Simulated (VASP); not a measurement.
Set up this calculation in VASP 6.6.1, as the native input.

```
Task                   : single point
Functional             : PBEsol
Potentials or basis    : VASP PAW PBE potentials, release 64 (Ga_d, P)
Cutoff                 : 520 eV
k mesh                 : 8 × 8 × 8
Occupations            : gaussian, width 0.01 eV
Spin                   : no spin polarisation
Dipole correction      : no
Further INCAR settings : ALGO = Normal; EDIFF = 1e-06; NBANDS = 16
```

The structure of GaP lies in POSCAR:

```
GaP
1.0
    2.7736494034      2.7736494034      0.0000000000
   -2.7736494034      2.7736494034      0.0000000000
    0.0000000000      2.7736494034      2.6866329516
Ga P
1 1
Direct
    0.0000000000      0.0000000000      0.0000000000
    0.7500000000      0.2500000000      0.5000000000
```

This cell differs from its parent crystal: in-plane strain +0.02.

These files were run (other wordings do the same):

INCAR

```
  PREC = Accurate
  ENCUT = 520
  EDIFF = 1E-6
  ISMEAR = 0
  SIGMA = 0.01
  LREAL = False
  LASPH = True
  NELM = 100
  ALGO = Normal
  ISIF = 2
  LWAVE = False
  LCHARG = False
  GGA = PS
  NBANDS = 16
```

KPOINTS

```
regular mesh
0
Gamma
  8 8 8
```

Potentials or basis: VASP PAW PBE potentials, release 64 (Ga_d, P).

Command:

```console
$ cat potpaw_PBE.64/Ga_d/POTCAR potpaw_PBE.64/P/POTCAR > POTCAR
$ mpirun -np 1 vasp_std > vasp.out
```

It gave:

```
Pressure               : -2.3 GPa
Band gap on the k mesh : 1.25 eV, indirect (least direct gap 1.46 eV)
```

Caveat: the cell differs from its parent crystal (in-plane strain +0.02); the PAW data sets were made with another functional, which shifts forces and pressure a little.

It took 16 s on 1 thread of Intel(R) Xeon(R) 6975P-C (Granite Rapids), on a shared host, peak memory 0.19 GiB.
